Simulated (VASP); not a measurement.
# Pt (P6_3/mmc) in VASP: further runs

Runs on Pt. Level: r2SCAN. Tasks: single point.

Program: VASP 6.6.1. These are calculated values, not measurements. Logs are shortened: lines on timing, memory, paths and dates and some standing lists are left out, and cuts for length are marked.

## 1. The cell of the first run

The structure is hexagonal, space group P6_3/mmc (No. 194). The conventional cell has a = 2.761 Å, b = 2.761 Å, c = 4.792 Å, α = 90.00°, β = 90.00°, γ = 120.00°. Within 3.6 Å of Pt (site symmetry -6m2) lie 12 Pt at 2.76 to 2.88 Å.

## 2. Single point, r2SCAN

Input file POSCAR:

```
Pt
1.0
    2.7606656200      0.0000000000      0.0000000000
   -1.3803328100      2.3908065500      0.0000000000
    0.0000000000      0.0000000000      4.7921340000
Pt
2
Direct
    0.6666666667      0.3333333333      0.7500000000
    0.3333333333      0.6666666667      0.2500000000
```

Input file INCAR.step1:

```
SYSTEM = Pt
  PREC = Accurate
  ENCUT = 520
  ISMEAR = 1
  SIGMA = 0.05
  LREAL = .False.
  LASPH = .True.
  NELM = 100
  NBANDS = 17
  GGA = PE
  ALGO = Normal
  EDIFF = 1E-4
  LWAVE = .True.
  LCHARG = .False.
```

Input file INCAR.step2:

```
SYSTEM = Pt
  PREC = Accurate
  ENCUT = 520
  EDIFF = 1E-6
  ISMEAR = 1
  SIGMA = 0.05
  LREAL = .False.
  LASPH = .True.
  NELM = 100
  ALGO = Normal
  ISIF = 2
  LWAVE = .False.
  LCHARG = .False.
  METAGGA = R2SCAN
  LMIXTAU = .True.
  NBANDS = 17
  ISTART = 1
```

Input file KPOINTS:

```
regular mesh
0
Gamma
  11 11 6
  0 0 0
```

Potentials or basis: VASP PAW PBE potentials, release 64 (Pt).

Started as:

```
$ cat potpaw_PBE.64/Pt/POTCAR > POTCAR
$ cp INCAR.step1 INCAR
$ mpirun -np 1 vasp_std > vasp.out
$ cp INCAR.step2 INCAR
$ mpirun -np 1 vasp_std > vasp.out
```

OUTCAR:

```text
SYSTEM = Pt
   PREC = Accurate
   ENCUT = 520
   EDIFF = 1E-6
   ISMEAR = 1
   LREAL = .False.
   LASPH = .True.
   NELM = 100
   ISIF = 2
   METAGGA = R2SCAN
   ISTART = 1

 ion  position               nearest neighbor table
   1  0.667  0.333  0.750-   2 2.88   2 2.88   2 2.88   2 2.88   2 2.88   2 2.88
   2  0.333  0.667  0.250-   1 2.88   1 2.88   1 2.88   1 2.88   1 2.88   1 2.88

  LATTYP: Found a hexagonal cell.
 ALAT       =     2.7606656200
 C/A-ratio  =     1.7358618028

  Lattice vectors:

 A1 = (   2.7606656200,   0.0000000000,   0.0000000000)
 A2 = (  -1.3803328100,   2.3908065500,   0.0000000000)
 A3 = (   0.0000000000,   0.0000000000,   4.7921340000)

Analysis of symmetry for initial positions (statically):
=====================================================================
 Subroutine PRICEL returns:
 Original cell was already a primitive cell.

 Routine SETGRP: Setting up the symmetry group for a
 hexagonal supercell.

 Subroutine GETGRP returns: Found 24 space group operations
 (whereof 12 operations were pure point group operations)
 out of a pool of 24 trial point group operations.

The static configuration has the point symmetry D_3d.
 The point group associated with its full space group is D_6h.

Analysis of symmetry for dynamics (positions and initial velocities):
=====================================================================
 Subroutine PRICEL returns:
 Original cell was already a primitive cell.

 Routine SETGRP: Setting up the symmetry group for a
 hexagonal supercell.

 Subroutine GETGRP returns: Found 24 space group operations
 (whereof 12 operations were pure point group operations)
 out of a pool of 24 trial point group operations.

The dynamic configuration has the point symmetry D_3d.
 The point group associated with its full space group is D_6h.

 Subroutine INISYM returns: Found 24 space group operations
 (whereof 12 operations are pure point group operations),
 and found     1 'primitive' translations

----------------------------------------------------------------------------------------

                                     Primitive cell

  volume of cell :      31.6291

  direct lattice vectors                    reciprocal lattice vectors
     2.760665620  0.000000000  0.000000000     0.362231482  0.209134445  0.000000000
    -1.380332810  2.390806550  0.000000000     0.000000000  0.418268889  0.000000000
     0.000000000  0.000000000  4.792134000     0.000000000  0.000000000  0.208675300

  length of vectors
     2.760665620  2.760665613  4.792134000     0.418268888  0.418268889  0.208675300

  position of ions in fractional coordinates (direct lattice)
     0.666666667  0.333333333  0.750000000
     0.333333333  0.666666667  0.250000000

  ion indices of the primitive-cell ions
   primitive index   ion index
                 1           1
                 2           2

----------------------------------------------------------------------------------------

 KPOINTS: regular mesh

Automatic generation of k-mesh.
 Grid dimensions read from file:
 generate k-points for:   11   11    6

 Generating k-lattice:

  Cartesian coordinates                     Fractional coordinates (reciprocal lattice)
     0.032930135  0.019012222  0.000000000     0.090909091 -0.000000000  0.000000000
     0.000000000  0.038024444  0.000000000     0.000000000  0.090909091  0.000000000
     0.000000000  0.000000000  0.034779217     0.000000000  0.000000000  0.166666667

  Length of vectors
     0.038024444  0.038024444  0.034779217

  Shift w.r.t. Gamma in fractional coordinates (k-lattice)
     0.000000000  0.000000000  0.000000000

 Subroutine IBZKPT returns following result:
 ===========================================

 Found     64 irreducible k-points:

 Following reciprocal coordinates:
            Coordinates               Weight
  0.000000  0.000000  0.000000      1.000000
  0.090909 -0.000000  0.000000      6.000000
  0.181818  0.000000  0.000000      6.000000
  0.272727 -0.000000  0.000000      6.000000
  0.363636 -0.000000  0.000000      6.000000
  0.454545 -0.000000  0.000000      6.000000
[... 16 lines left out ...]
  0.090909  0.090909  0.166667     12.000000
  0.181818  0.090909  0.166667     24.000000
 [... further k-points ...]
   k-points           NKPTS =     64   k-points in BZ     NKDIM =     64   number of bands    NBANDS=     17
   number of dos      NEDOS =    301   number of ions     NIONS =      2
   total plane-waves  NPLWV =  20736
   dimension x,y,z NGX =    24 NGY =   24 NGZ =   36
   dimension x,y,z NGXF=    48 NGYF=   48 NGZF=   72
   ions per type =               2
   NGX,Y,Z   is equivalent  to a cutoff of  14.45, 14.45, 12.49 a.u.
   NGXF,Y,Z  is equivalent  to a cutoff of  28.91, 28.91, 24.98 a.u.
 SYSTEM =  Pt
   PREC   = accura    normal or accurate (medium, high low for compatibility)
   ISTART =      1    job   : 0-new  1-cont  2-samecut
   ICHARG =      0    charge: 1-file 2-atom 10-const
   ISPIN  =      1    spin polarized calculation?
   LNONCOLLINEAR =      F non collinear calculations
   LSORBIT =      F    spin-orbit coupling
   LASPH  =      T    aspherical Exc in radial PAW
   ENCUT  =  520.0 eV  38.22 Ry    6.18 a.u.   5.13  5.13  8.91*2*pi/ulx,y,z
   NELM   =    100;   NELMIN=  2; NELMDL=  0     # of ELM steps
   EDIFF  = 0.1E-05   stopping-criterion for ELM
   LREAL  =      F    real-space projection
   EDIFFG = 0.1E-04   stopping-criterion for IOM
   NSW    =      0    number of steps for IOM
   IBRION =     -1    ionic relax: 0-MD 1-quasi-New 2-CG
   NFREE  =      0    steps in history (QN), initial steepest desc. (CG)
   ISIF   =      2    stress and relaxation
   ISYM   =      2    0-nonsym 1-usesym 2-fastsym
   POTIM  = 0.5000    time-step for ionic-motion
   TEBEG  =    0.0;   TEEND  =   0.0 temperature during run
   PSTRESS=    0.0 pullay stress
   NELECT =      20.0000    total number of electrons
   NUPDOWN=      -1.0000    fix difference up-down
   EMIN   =  10.00;   EMAX   =-10.00  energy-range for DOS
   EFERMI =   0.00;   METHOD = LEGACY
   ISMEAR =     1;   SIGMA  =   0.05  broadening in eV -4-tet -1-fermi 0-gaus
   EFERMI_NEDOS =   21; number of points for ismear=-14 and -15
   IALGO  =     38    algorithm
   IMIX   =      4    mixing-type and parameters
     AMIX     =   0.40;   BMIX     =  1.00
     AMIX_MAG =   1.60;   BMIX_MAG =  1.00
  volume/ion in A,a.u.               =      15.81       106.72
  Fermi-wavevector in a.u.,A,eV,Ry     =   1.405149  2.655347 26.863944  1.974444
  Thomas-Fermi vector in A             =   2.527639
   LORBIT       =      0    0 simple, 1 ext, 2 COOP (PROOUT), +10 PAW based schemes
   METAGGA = R2SCAN    functional components
   LHFCALC =     F    Hartree Fock is set to
   AEXX    =    0.0000 exact exchange contribution
   IVDW    =     0    specifies the selected vdW correction
   LEPSILON=     F    determine dielectric tensor
   LRPA    =     F    only Hartree local field effects (RPA)
 non-spin polarized calculation
 Methfessel and Paxton  Order N= 1 SIGMA  =   0.05
  energy-cutoff  :      520.00
  volume of cell :       31.63
 maximum number of plane-waves:       868
 NGX is ok and might be reduce to    24
   NGX = 11   NGY = 11   NGZ = 17

 number of electron      20.0000004 magnetization

 Free energy of the ion-electron system (eV)
  ---------------------------------------------------
  ext. energy  EPLUGINS =         0.00000000
  ---------------------------------------------------
  free energy    TOTEN  =      -102.85044789 eV

  energy without entropy =     -102.84954794  energy(sigma->0) =     -102.85014791

 E-fermi :  10.0887     XC(G=0): -14.2872

 val. band max:       10.0808639498   @ k =   0.2727   0.0909   0.1667
 cond. band min:      10.0895456179   @ k =   0.4545   0.0909   0.5000
 fundamental gap:      0.0086816681
 Fermi energy:        10.0886999602

 k-point     1 :       0.0000    0.0000    0.0000
  band No.  band energies     occupation
      1       0.1753      2.00000
      2       2.8360      2.00000
      3       6.0661      2.00000
      4       6.5727      2.00000
      5       6.5727      2.00000
      6       6.9435      2.00000
[... 9 lines left out ...]
     16      28.3296      0.00000
     17      32.1571      0.00000

 k-point     2 :       0.0909   -0.0000    0.0000
  band No.  band energies     occupation
      1       0.4859      2.00000
      2       3.1188      2.00000
      3       6.0108      2.00000
      4       6.5851      2.00000
      5       6.8087      2.00000
      6       6.8095      2.00000
[... 9 lines left out ...]
     16      28.6180      0.00000
     17      30.6534      0.00000

 k-point     3 :       0.1818    0.0000    0.0000
  band No.  band energies     occupation
      1       1.3485      2.00000
      2       3.7929      2.00000
      3       5.7776      2.00000
      4       6.3637      2.00000
      5       6.5167      2.00000
      6       7.0924      2.00000
[... 9 lines left out ...]
     16      28.5238      0.00000
     17      28.8379      0.00000

 k-point     4 :       0.2727   -0.0000    0.0000
  band No.  band energies     occupation
      1       2.4879      2.00000
      2       4.0922      2.00000
      3       5.4420      2.00000
      4       5.9955      2.00000
      5       6.2096      2.00000
      6       7.2799      2.00000
[... 9 lines left out ...]
     16      26.8087      0.00000
     17      28.9695      0.00000
[... 343 lines left out ...]
      1       3.3535      2.00000
      2       3.5912      2.00000
      3       4.6352      2.00000
      4       5.6984      2.00000
      5       7.0393      2.00000
      6       7.2437      2.00000
[... 9 lines left out ...]
     16      23.4858      0.00000
     17      24.6789      0.00000

 k-point    23 :       0.0909    0.0909    0.1667
  band No.  band energies     occupation
      1       1.3062      2.00000
      2       3.6210      2.00000
      3       5.8379      2.00000
      4       6.2271      2.00000
      5       6.4461      2.00000
      6       6.9723      2.00000
[... 9 lines left out ...]
     16      27.9420      0.00000
     17      28.7182      0.00000

 k-point    24 :       0.1818    0.0909    0.1667
  band No.  band energies     occupation
      1       2.3115      2.00000
      2       4.3279      2.00000
      3       5.5141      2.00000
      4       5.6407      2.00000
      5       6.2156      2.00000
      6       6.8001      2.00000
[... 9 lines left out ...]
     16      27.5688      0.00000
     17      28.4419      0.00000

 [... further k-points ...]
[... 5 lines left out ...]
  --------------------------------------------------------------------------------------
  -------------------------------------------------------------------------------------
  Total       -1.2199162     -1.2199162     -1.0003016      0.0000000      0.0000000      0.0000000
  in kB      -61.7950085    -61.7950081    -50.6704009      0.0000000      0.0000000      0.0000000
  external PRESSURE =     -58.0868058 kB  Pullay stress =       0.0000000 kB

 VOLUME and BASIS-vectors are now :
 -----------------------------------------------------------------------------
  energy-cutoff  :      520.00
  volume of cell :       31.63
      direct lattice vectors                 reciprocal lattice vectors
     2.760665620  0.000000000  0.000000000     0.362231482  0.209134445  0.000000000
    -1.380332810  2.390806550  0.000000000     0.000000000  0.418268889  0.000000000
     0.000000000  0.000000000  4.792134000     0.000000000  0.000000000  0.208675300

 POSITION                                       TOTAL-FORCE (eV/Angst)
 -----------------------------------------------------------------------------------
      1.38033      0.79694      3.59410         0.000000      0.000000      0.000000
     -0.00000      1.59387      1.19803        -0.000000      0.000000      0.000000
 -----------------------------------------------------------------------------------
    total drift:                               -0.000000      0.000000     -0.000000

  FREE ENERGIE OF THE ION-ELECTRON SYSTEM (eV)
  ---------------------------------------------------
  free  energy   TOTEN  =      -102.8504478892 eV

  energy  without entropy=     -102.8495479395  energy(sigma->0) =     -102.85014791
```

Wall time 85 s (1 thread of Intel Xeon 6975P-C (Granite Rapids), shared host); peak memory 0.18 GiB.

Results:

| Property | Result |
| --- | --- |
| Free energy | -102.8504 eV |
| Pressure | -5.8 GPa |
| Band gap on the k mesh | zero (band 10 reaches 10.51 eV, above the bottom of band 11 at 9.24 eV) |

Stress tensor (GPa, compression positive):
```
-6.18  0.00  0.00
 0.00 -6.18  0.00
 0.00  0.00 -5.07
```

Levels at points of the mesh, in eV from the Fermi level:
| k point | band 8 | band 9 | band 10 | band 11 | band 12 | band 13 |
| --- | --- | --- | --- | --- | --- | --- |
| (0.00, 0.00, 0.00) | -1.89 | -1.89 | -0.51 | -0.26 | -0.26 | 4.94 |
| (0.00, 0.00, 0.50) | -3.51 | -0.85 | -0.85 | -0.85 | -0.85 | 12.56 |

Caveat: the PAW data sets were made with another functional, which shifts forces and pressure a little; spin-orbit coupling is left out, which moves the levels of the heavy elements.

## 3. Single point, r2SCAN

POSCAR is that of step 2.

Input file INCAR.step1:

```
SYSTEM = Pt
  PREC = Accurate
  ENCUT = 550
  ISMEAR = 1
  SIGMA = 0.05
  LREAL = .False.
  LASPH = .True.
  NELM = 120
  NBANDS = 25
  GGA = PE
  ALGO = Normal
  EDIFF = 1E-5
  LWAVE = .True.
  LCHARG = .False.
  GGA_COMPAT = .False.
```

Input file INCAR.step2:

```
SYSTEM = Pt
  PREC = Accurate
  ENCUT = 550
  EDIFF = 1E-6
  ISMEAR = 1
  SIGMA = 0.05
  LREAL = .False.
  LASPH = .True.
  NELM = 120
  ALGO = Normal
  ISIF = 2
  LWAVE = .False.
  LCHARG = .False.
  METAGGA = R2SCAN
  LMIXTAU = .True.
  NBANDS = 25
  ISTART = 1
  GGA_COMPAT = .False.
```

KPOINTS is that of step 2.

Potentials or basis: VASP PAW PBE potentials, release 64 (Pt_sv_GW).

Started as:

```
$ cat potpaw_PBE.64/Pt_sv_GW/POTCAR > POTCAR
$ cp INCAR.step1 INCAR
$ mpirun -np 1 vasp_std > vasp.out
$ cp INCAR.step2 INCAR
$ mpirun -np 1 vasp_std > vasp.out
```

Run time: 4.2 min. Hardware: 1 thread of AMD EPYC 9R14 (Zen 4), shared host; peak memory 0.17 GiB.

Results (log left out):

- Free energy: -102.6664 eV
- Pressure: -8.3 GPa
- Band gap on the k mesh: zero (band 18 reaches 10.01 eV, above the bottom of band 19 at 8.74 eV)

Stress tensor (GPa, compression positive):
```
-8.83  0.00  0.00
 0.00 -8.83  0.00
 0.00  0.00 -7.32
```

Levels at points of the mesh, in eV from the Fermi level:
| k point | band 16 | band 17 | band 18 | band 19 | band 20 | band 21 |
| --- | --- | --- | --- | --- | --- | --- |
| (0.00, 0.00, 0.00) | -1.89 | -1.89 | -0.47 | -0.27 | -0.27 | 4.95 |
| (0.00, 0.00, 0.50) | -3.51 | -0.86 | -0.86 | -0.86 | -0.86 | 12.58 |

Caveat: the PAW data sets were made with another functional, which shifts forces and pressure a little; spin-orbit coupling is left out, which moves the levels of the heavy elements.

## 4. Single point, r2SCAN

POSCAR is that of step 3.

Input file INCAR.step1:

```
SYSTEM = Pt
PREC = Accurate
ENCUT = 550
ISMEAR = 1
SIGMA = 0.1
LREAL = .False.
LASPH = .True.
NELM = 120
NBANDS = 25
GGA = PE
ALGO = Normal
EDIFF = 1E-5
LWAVE = .True.
LCHARG = .False.
GGA_COMPAT = .False.
```

Input file INCAR.step2:

```
SYSTEM = Pt
PREC = Accurate
ENCUT = 550
EDIFF = 1E-6
ISMEAR = 1
SIGMA = 0.1
LREAL = .False.
LASPH = .True.
NELM = 120
ALGO = Normal
ISIF = 2
LWAVE = .False.
LCHARG = .False.
METAGGA = R2SCAN
LMIXTAU = .True.
NBANDS = 25
ISTART = 1
GGA_COMPAT = .False.
```

Input file KPOINTS:

```
Automatic mesh
0
Gamma
  11 11 6
  0 0 0
```

Started as:

```
$ cat potpaw_PBE.64/Pt_sv_GW/POTCAR > POTCAR
$ cp INCAR.step1 INCAR
$ mpirun -np 1 vasp_std > vasp.out
$ cp INCAR.step2 INCAR
$ mpirun -np 1 vasp_std > vasp.out
```

Wall time 3.1 min (1 thread of Intel Xeon Platinum 8259CL at 2.50GHz (Skylake/Cascade Lake), shared host); peak memory 0.2 GiB.

Results (log left out):

```
Free energy            : -102.6673 eV
Pressure               : -8.3 GPa
Band gap on the k mesh : zero (band 18 reaches 10.01 eV, above the bottom of band 19 at 8.74 eV)
```

Stress tensor (GPa, compression positive):
```
-8.78  0.00  0.00
 0.00 -8.78  0.00
 0.00  0.00 -7.43
```

Levels at points of the mesh, in eV from the Fermi level:
```csv
k point,band 16,band 17,band 18,band 19,band 20,band 21
"(0.00, 0.00, 0.00)",-1.90,-1.90,-0.48,-0.27,-0.27,4.95
"(0.00, 0.00, 0.50)",-3.51,-0.86,-0.86,-0.86,-0.86,12.58
```

Caveat: the PAW data sets were made with another functional, which shifts forces and pressure a little; spin-orbit coupling is left out, which moves the levels of the heavy elements.

[end of part 1 of 2]
